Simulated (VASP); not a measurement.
# Si (a cell with a defect) in VASP: further runs

The runs below take Si (a cell with a defect) through single point, with RPBE, PBEsol.

All numbers are computed with VASP 6.6.1; they aren't measurements. Logs are shortened: lines on timing, memory, paths and dates and some standing lists are left out, and cuts for length are marked.

### 1 The cell of the first run

The cell holds a defect, 17 atoms: a = 10.866 Å, b = 5.433 Å, c = 5.433 Å, α = 90.00°, β = 90.00°, γ = 90.00°.

### 2 Single point, RPBE, collinear spin

File INCAR:

```
SYSTEM = Si
  PREC = Accurate
  ENCUT = 520
  EDIFF = 1E-7
  ISMEAR = -1
  SIGMA = 0.05
  LREAL = Auto
  LASPH = .True.
  NELM = 150
  ALGO = Normal
  ISIF = 2
  LWAVE = .False.
  LCHARG = .True.
  ISPIN = 2
  MAGMOM = 0 0.111 0 0 0.111 0 0.111 0 0.111 0 0.111 0 0 0.111 0.111 0.111 0.111
  LORBIT = 11
  GGA = RP
  LELF = .True.
  LVHAR = .True.
  NELECT = 67.0
  NBANDS = 52
```

File KPOINTS:

```
Automatic mesh
0
Gamma
  2 2 2
  0.5 0.5 0.5
```

File POSCAR:

```
Si
1.0
   10.8655790000      0.0000000000      0.0000000000
    0.0000000000      5.4327900000      0.0000000000
    0.0000000000      0.0000000000      5.4327900000
Si
17
Direct
    0.0064960000      0.9874800000      0.0199270000
    0.4986810000      0.9955750000      0.0042160000
    0.1179560000      0.2314940000      0.2776450000
    0.6320820000      0.2565680000      0.2320110000
    0.2501670000      0.5211940000      0.0089430000
    0.7419200000      0.5039230000      0.0109060000
    0.3794400000      0.7598960000      0.2598910000
    0.8663150000      0.7684620000      0.2241450000
    0.2492270000      0.0057990000      0.5133400000
    0.7538780000      0.9865790000      0.4843960000
    0.3738220000      0.2210050000      0.7210590000
    0.8812550000      0.2502710000      0.7549700000
    0.9952360000      0.5212860000      0.4982870000
    0.4999080000      0.5124960000      0.4919740000
    0.1236750000      0.7421880000      0.7570400000
    0.6286750000      0.7621230000      0.7525460000
    0.3779290000      0.8733710000      0.7408890000
```

Potentials or basis: VASP PAW PBE potentials, release 64 (Si).

The run is started by

```bash
$ cat potpaw_PBE.64/Si/POTCAR > POTCAR
$ mpirun -np 1 vasp_std > vasp.out
```

OUTCAR:

```text
SYSTEM = Si
   PREC = Accurate
   ENCUT = 520
   EDIFF = 1E-7
   ISMEAR = -1
   LREAL = Auto
   LASPH = .True.
   NELM = 150
   ISIF = 2
   ISPIN = 2
   LORBIT = 11
   GGA = RP
   NELECT = 67.0

 ion  position               nearest neighbor table
   1  0.006  0.987  0.020-   8 2.23   3 2.28  15 2.33  12 2.44
   2  0.499  0.996  0.004-  17 2.05   7 2.29  16 2.34   4 2.38  11 2.39
   3  0.118  0.231  0.278-   9 2.28   1 2.28  13 2.39   5 2.58
   4  0.632  0.257  0.232-   6 2.16   2 2.38  10 2.40  14 2.45
   5  0.250  0.521  0.009-  15 2.28   7 2.35   3 2.58  11 2.63  17 2.78
   6  0.742  0.504  0.011-   4 2.16   8 2.29  16 2.33  12 2.47
   7  0.379  0.760  0.260-  14 2.26   2 2.29   5 2.35   9 2.38  17 2.68  17 2.89
   8  0.866  0.768  0.224-  10 2.21   1 2.23   6 2.29  13 2.45
   9  0.249  0.006  0.513-  17 2.00  11 2.11   3 2.28  15 2.38   7 2.38
  10  0.754  0.987  0.484-   8 2.21  16 2.34   4 2.40  12 2.48
  11  0.374  0.221  0.721-  17 1.89   9 2.11   2 2.39  14 2.44   5 2.63
  12  0.881  0.250  0.755-  13 2.38   1 2.44   6 2.47  10 2.48
  13  0.995  0.521  0.498-  15 2.32  12 2.38   3 2.39   8 2.45
  14  0.500  0.512  0.492-   7 2.26  16 2.41  11 2.44   4 2.45  17 2.73
  15  0.124  0.742  0.757-   5 2.28  13 2.32   1 2.33   9 2.38  17 2.85
  16  0.629  0.762  0.753-   6 2.33  10 2.34   2 2.34  14 2.41  17 2.79
  17  0.378  0.873  0.741-  11 1.89   9 2.00   2 2.05   7 2.68  14 2.73   5 2.78  16 2.79  15 2.85
                             7 2.89

  LATTYP: Found a simple tetragonal cell.
 ALAT       =     5.4327900000
 C/A-ratio  =     1.9999998159

  Lattice vectors:

 A1 = (   0.0000000000,   5.4327900000,   0.0000000000)
 A2 = (   0.0000000000,   0.0000000000,   5.4327900000)
 A3 = (  10.8655790000,   0.0000000000,   0.0000000000)

Analysis of symmetry for initial positions (statically):
=====================================================================
 Subroutine PRICEL returns:
 Original cell was already a primitive cell.

 Routine SETGRP: Setting up the symmetry group for a
 simple tetragonal supercell.

 Subroutine GETGRP returns: Found  1 space group operations
 (whereof  1 operations were pure point group operations)
 out of a pool of 16 trial point group operations.

The static configuration has the point symmetry C_1 .

Analysis of symmetry for dynamics (positions and initial velocities):
=====================================================================
 Subroutine PRICEL returns:
 Original cell was already a primitive cell.

 Routine SETGRP: Setting up the symmetry group for a
 simple tetragonal supercell.

 Subroutine GETGRP returns: Found  1 space group operations
 (whereof  1 operations were pure point group operations)
 out of a pool of 16 trial point group operations.

The dynamic configuration has the point symmetry C_1 .

Analysis of structural, dynamic, and magnetic symmetry:
=====================================================================
 Subroutine PRICEL returns:
 Original cell was already a primitive cell.

 Routine SETGRP: Setting up the symmetry group for a
 simple tetragonal supercell.

 Subroutine GETGRP returns: Found  1 space group operations
 (whereof  1 operations were pure point group operations)
 out of a pool of 16 trial point group operations.

The overall configuration has the point symmetry C_1 .

 Subroutine INISYM returns: Found  1 space group operations
 (whereof  1 operations are pure point group operations),
 and found     1 'primitive' translations

----------------------------------------------------------------------------------------

                                     Primitive cell

  volume of cell :     320.6998

  direct lattice vectors                    reciprocal lattice vectors
    10.865579000  0.000000000  0.000000000     0.092033752  0.000000000  0.000000000
     0.000000000  5.432790000  0.000000000     0.000000000  0.184067487  0.000000000
     0.000000000  0.000000000  5.432790000     0.000000000  0.000000000  0.184067487

  length of vectors
    10.865579000  5.432790000  5.432790000     0.092033752  0.184067487  0.184067487

  position of ions in fractional coordinates (direct lattice)
     0.006496000  0.987480000  0.019927000
     0.498681000  0.995575000  0.004216000
     0.117956000  0.231494000  0.277645000
     0.632082000  0.256568000  0.232011000
     0.250167000  0.521194000  0.008943000
     0.741920000  0.503923000  0.010906000
[... 9 lines left out ...]
     0.628675000  0.762123000  0.752546000
     0.377929000  0.873371000  0.740889000

  ion indices of the primitive-cell ions
   primitive index   ion index
                 1           1
                 2           2
                 3           3
                 4           4
                 5           5
                 6           6
[... 9 lines left out ...]
                16          16
                17          17

----------------------------------------------------------------------------------------

 KPOINTS: Automatic mesh

Automatic generation of k-mesh.
 Grid dimensions read from file:
 generate k-points for:    2    2    2

 Generating k-lattice:

  Cartesian coordinates                     Fractional coordinates (reciprocal lattice)
     0.046016876  0.000000000  0.000000000     0.500000000  0.000000000  0.000000000
     0.000000000  0.092033743  0.000000000     0.000000000  0.500000000  0.000000000
     0.000000000  0.000000000  0.092033743     0.000000000  0.000000000  0.500000000

  Length of vectors
     0.046016876  0.092033743  0.092033743

  Shift w.r.t. Gamma in fractional coordinates (k-lattice)
     0.500000000  0.500000000  0.500000000

 Subroutine IBZKPT returns following result:
 ===========================================

 Found      4 irreducible k-points:

 Following reciprocal coordinates:
            Coordinates               Weight
  0.250000  0.250000  0.250000      2.000000
  0.250000 -0.250000  0.250000      2.000000
  0.250000 -0.250000 -0.250000      2.000000
  0.250000  0.250000 -0.250000      2.000000
   k-points           NKPTS =      4   k-points in BZ     NKDIM =      4   number of bands    NBANDS=     52
   number of dos      NEDOS =    301   number of ions     NIONS =     17
   total plane-waves  NPLWV = 134400
   dimension x,y,z NGX =    84 NGY =   40 NGZ =   40
[... 3 lines left out ...]
   NGXF,Y,Z  is equivalent  to a cutoff of  25.70, 24.48, 24.48 a.u.
 SYSTEM =  Si
   PREC   = accura    normal or accurate (medium, high low for compatibility)
   ISTART =      0    job   : 0-new  1-cont  2-samecut
   ICHARG =      2    charge: 1-file 2-atom 10-const
   ISPIN  =      2    spin polarized calculation?
   LNONCOLLINEAR =      F non collinear calculations
   LSORBIT =      F    spin-orbit coupling
   LASPH  =      T    aspherical Exc in radial PAW
   ENCUT  =  520.0 eV  38.22 Ry    6.18 a.u.  20.20 10.10 10.10*2*pi/ulx,y,z
   NELM   =    150;   NELMIN=  2; NELMDL= -5     # of ELM steps
   EDIFF  = 0.1E-06   stopping-criterion for ELM
   LREAL  =      T    real-space projection
   EDIFFG = 0.1E-05   stopping-criterion for IOM
   NSW    =      0    number of steps for IOM
   IBRION =     -1    ionic relax: 0-MD 1-quasi-New 2-CG
   NFREE  =      0    steps in history (QN), initial steepest desc. (CG)
   ISIF   =      2    stress and relaxation
   ISYM   =      2    0-nonsym 1-usesym 2-fastsym
   POTIM  = 0.5000    time-step for ionic-motion
   TEBEG  =    0.0;   TEEND  =   0.0 temperature during run
   PSTRESS=    0.0 pullay stress
   NELECT =      67.0000    total number of electrons
   NUPDOWN=      -1.0000    fix difference up-down
   EMIN   =  10.00;   EMAX   =-10.00  energy-range for DOS
   EFERMI =   0.00;   METHOD = LEGACY
   ISMEAR =    -1;   SIGMA  =   0.05  broadening in eV -4-tet -1-fermi 0-gaus
   EFERMI_NEDOS =   21; number of points for ismear=-14 and -15
   IALGO  =     38    algorithm
   IMIX   =      4    mixing-type and parameters
     AMIX     =   0.40;   BMIX     =  1.00
     AMIX_MAG =   1.60;   BMIX_MAG =  1.00
  volume/ion in A,a.u.               =      18.86       127.31
  Fermi-wavevector in a.u.,A,eV,Ry     =   0.971405  1.835689 12.838826  0.943627
  Thomas-Fermi vector in A             =   2.101619
   LORBIT       =     11    0 simple, 1 ext, 2 COOP (PROOUT), +10 PAW based schemes
   GGA     = RP    functional components
   LHFCALC =     F    Hartree Fock is set to
   AEXX    =    0.0000 exact exchange contribution
   IVDW    =     0    specifies the selected vdW correction
   LEPSILON=     F    determine dielectric tensor
   LRPA    =     F    only Hartree local field effects (RPA)
 spin polarized calculation
  energy-cutoff  :      520.00
  volume of cell :      320.70
 maximum number of plane-waves:      8648
 NGX is ok and might be reduce to    80
   NGX = 41   NGY = 21   NGZ = 21

 number of electron      66.9999999 magnetization      -0.0008045

 number of electron      66.9999999 magnetization       0.0001025

 Free energy of the ion-electron system (eV)
  ---------------------------------------------------
  ext. energy  EPLUGINS =         0.00000000
  ---------------------------------------------------
  free energy    TOTEN  =       -85.50496543 eV

  energy without entropy =      -85.44491016  energy(sigma->0) =      -85.47493780

 E-fermi :   6.9017     XC(G=0):  -9.5025

 val. band max:        6.8716857489   @ k =   0.2500   0.2500  -0.2500
 cond. band min:       6.9092702366   @ k =   0.2500   0.2500   0.2500
 fundamental gap:      0.0375844878
 Fermi energy:         6.9017418885

 spin component 1

 k-point     1 :       0.2500    0.2500    0.2500
  band No.  band energies     occupation
      1      -7.1911      1.00000
      2      -4.8661      1.00000
      3      -4.1677      1.00000
      4      -3.9644      1.00000
      5      -3.3599      1.00000
      6      -2.9494      1.00000
[... 181 lines left out ...]
     44       9.4042      0.00000
     45       9.6414      0.00000
 Fermi energy:         6.9017418885

 spin component 2

 k-point     1 :       0.2500    0.2500    0.2500
  band No.  band energies     occupation
      1      -7.1910      1.00000
      2      -4.8661      1.00000
      3      -4.1677      1.00000
      4      -3.9644      1.00000
      5      -3.3599      1.00000
      6      -2.9494      1.00000
[... 181 lines left out ...]
     44       9.4042      0.00000
     45       9.6414      0.00000
 [bands above 45 left out]

------------------------ aborting loop because EDIFF is reached ----------------------------------------

  FORCE on cell =-STRESS in cart. coord.  units (eV):
  Direction    XX          YY          ZZ          XY          YZ          ZX
  --------------------------------------------------------------------------------------
  -------------------------------------------------------------------------------------
  Total       10.7725940     22.9615074     10.8156791      3.1172650     -1.9471791     10.1567277
  in kB       53.8185711    114.7129025     54.0338194     15.5734771     -9.7278704     50.7417781
  external PRESSURE =      74.1884310 kB  Pullay stress =       0.0000000 kB

 VOLUME and BASIS-vectors are now :
 -----------------------------------------------------------------------------
  energy-cutoff  :      520.00
  volume of cell :      320.70
      direct lattice vectors                 reciprocal lattice vectors
    10.865579000  0.000000000  0.000000000     0.092033752  0.000000000  0.000000000
     0.000000000  5.432790000  0.000000000     0.000000000  0.184067487  0.000000000
     0.000000000  0.000000000  5.432790000     0.000000000  0.000000000  0.184067487

 POSITION                                       TOTAL-FORCE (eV/Angst)
 -----------------------------------------------------------------------------------
      0.07058      5.36477      0.10826        -0.186428      0.912873     -1.625410
      5.41846      5.40875      0.02290         3.488064      2.189938      3.232852
      1.28166      1.25766      1.50839         0.311548      2.162472     -0.651912
      6.86794      1.39388      1.26047        -1.625734     -0.924513      1.860224
      2.71821      2.83154      0.04859         0.343397     -2.033191      0.253564
      8.06139      2.73771      0.05925         1.743336      0.369837     -2.170754
[... 9 lines left out ...]
      6.83092      4.14045      4.08842        -0.117973     -0.697547     -0.525591
      4.10642      4.74484      4.02509         1.433688    -13.105291      0.737898
 -----------------------------------------------------------------------------------
    total drift:                                0.005346     -0.006551     -0.006634

  FREE ENERGIE OF THE ION-ELECTRON SYSTEM (eV)
  ---------------------------------------------------
  free  energy   TOTEN  =       -85.5049654339 eV

  energy  without entropy=      -85.4449101621  energy(sigma->0) =      -85.47493780

 total charge

# of ion       s       p       d       tot
------------------------------------------
    1        0.749   0.955   0.000   1.704
    2        0.760   0.985   0.000   1.746
    3        0.764   0.904   0.000   1.668
    4        0.764   0.931   0.000   1.695
    5        0.769   0.857   0.000   1.626
    6        0.752   0.973   0.000   1.725
[... 9 lines left out ...]
   16        0.756   0.908   0.000   1.665
   17        0.871   1.053   0.000   1.923
--------------------------------------------------
tot         13.046  16.080   0.000  29.125

 magnetization (x)

# of ion       s       p       d       tot
------------------------------------------
    1       -0.000  -0.000   0.000  -0.000
    2        0.000   0.000   0.000   0.000
    3       -0.000  -0.000   0.000  -0.000
    4        0.000  -0.000   0.000  -0.000
    5        0.000  -0.000   0.000  -0.000
    6       -0.000  -0.000   0.000  -0.000
[... 9 lines left out ...]
   16        0.000  -0.000   0.000   0.000
   17       -0.000   0.000   0.000   0.000
--------------------------------------------------
tot          0.000  -0.000   0.000   0.000
```

It took 4.4 min on 1 thread of Intel Xeon 6975P-C, shared host; peak memory 0.47 GiB.

Results:

| Item | Value |
| --- | --- |
| Free energy | -85.5050 eV |
| Largest force | 13.204 eV/Å |
| Net moment | 0.00 μB per cell |
| Valence electrons inside the program's atomic spheres | Si 1.70, 1.75, 1.67, 1.63, 1.73, 1.68, 1.82, 1.85, 1.61, 1.66, 1.69, 1.92 |

Forces in eV/Å, atoms in the order of the input:
```
Si   -0.186   0.913  -1.625
Si    3.488   2.190   3.233
Si    0.312   2.162  -0.652
Si   -1.626  -0.925   1.860
Si    0.343  -2.033   0.254
Si    1.743   0.370  -2.171
Si   -1.013  -0.110  -0.180
Si    0.764  -1.838   0.799
Si   -5.503  -0.022  -4.701
Si   -0.459   1.839   1.288
Si    1.424  12.483   1.485
Si   -0.533   0.131   0.076
Si   -0.462  -0.676  -0.286
Si    0.931  -1.114   0.553
Si   -0.540   0.433  -0.144
Si   -0.118  -0.698  -0.526
Si    1.434 -13.105   0.738
```

Levels at points of the mesh, in eV from the Fermi level:
Spin up:
```csv
k point,band 29,band 30,band 31,band 32,band 33,band 34,band 35,band 36,band 37,band 38
"(0.25, 0.25, 0.25)",-2.05,-1.96,-1.55,-1.31,-1.05,0.01,0.43,0.69,0.98,1.22
```
Spin down:
| k point | band 31 | band 32 | band 33 | band 34 | band 35 | band 36 |
| --- | --- | --- | --- | --- | --- | --- |
| (0.25, 0.25, 0.25) | -1.55 | -1.31 | -1.05 | 0.01 | 0.43 | 0.69 |

Caveat: the k points lie up to 0.58 Å⁻¹ apart; the cell carries a net charge on a neutralising background, which shifts energy and pressure; the cell is charged against a uniform background, so pressure and absolute levels hang on convention; the PAW data sets were made with another functional, which shifts forces and pressure a little.

### 3 Single point, PBEsol, collinear spin

INCAR: that of step 2 with these lines changed.

```diff
@@ -12,3 +12,3 @@
   LWAVE = .False.
-  LCHARG = .True.
+  LCHARG = .False.
   ISPIN = 2
@@ -16,6 +16,4 @@
   LORBIT = 11
-  GGA = RP
-  LELF = .True.
-  LVHAR = .True.
-  NELECT = 67.0
+  GGA = PS
+  NELECT = 61.0
   NBANDS = 52
```

KPOINTS is that of step 2.

POSCAR is that of step 2.

Potentials or basis: VASP PAW PBE potentials, release 64 (Si).

The run is started by

```bash
$ cat potpaw_PBE.64/Si/POTCAR > POTCAR
$ mpirun -np 1 vasp_std > vasp.out
```

Run time: 3.3 min. Hardware: 1 thread of Intel Xeon 6975P-C, shared host; peak memory 0.47 GiB.

The run converged. Its results:

```yaml
Free_energy: -130.4719 eV
Largest_force: 13.530 eV/Å
Net_moment: 0.00 μB per cell
Valence_electrons_inside_the_program's_atomic_spheres: Si 1.59, 1.67, 1.53, 1.56, 1.50, 1.61, 1.62, 1.75, 1.74, 1.48, 1.52, 1.54, 1.58, 1.55, 1.77
```

Forces on the atoms (eV/Å):
```
Si    0.418   1.076  -0.797
Si    3.464   2.585   3.498
Si    0.019   1.571  -0.815
Si   -1.003  -1.142   1.591
Si   -0.021  -1.624   0.587
Si    1.026   0.604  -1.461
Si   -0.849  -0.692  -0.535
Si    0.549  -1.605   0.261
Si   -5.577   0.533  -4.918
Si   -0.839   1.791   0.885
Si    1.421  12.892   1.520
Si   -0.374  -0.345  -0.002
Si   -0.053  -0.064  -0.633
Si    0.867  -1.024   0.462
Si   -0.164  -0.256  -0.162
Si   -0.033  -0.858  -0.499
Si    1.150 -13.442   1.018
```

Levels at points of the mesh, in eV from the Fermi level:
Spin up:
```
           k point  band 27  band 28  band 29  band 30  band 31  band 32  band 33  band 34
(0.25, 0.25, 0.25)    -1.04    -0.85    -0.49    -0.37     0.02     0.18     0.48     1.53
```
Spin down:
| k point | band 26 | band 27 | band 28 | band 29 | band 30 | band 31 | band 32 | band 33 | band 34 | band 35 |
| --- | --- | --- | --- | --- | --- | --- | --- | --- | --- | --- |
| (0.25, 0.25, 0.25) | -1.34 | -1.04 | -0.85 | -0.49 | -0.37 | 0.02 | 0.18 | 0.48 | 1.53 | 1.97 |

Caveat: the k points lie up to 0.58 Å⁻¹ apart; the cell carries a net charge on a neutralising background, which shifts energy and pressure; the cell is charged against a uniform background, so pressure and absolute levels hang on convention; the PAW data sets were made with another functional, which shifts forces and pressure a little.

[end of part 1 of 2]
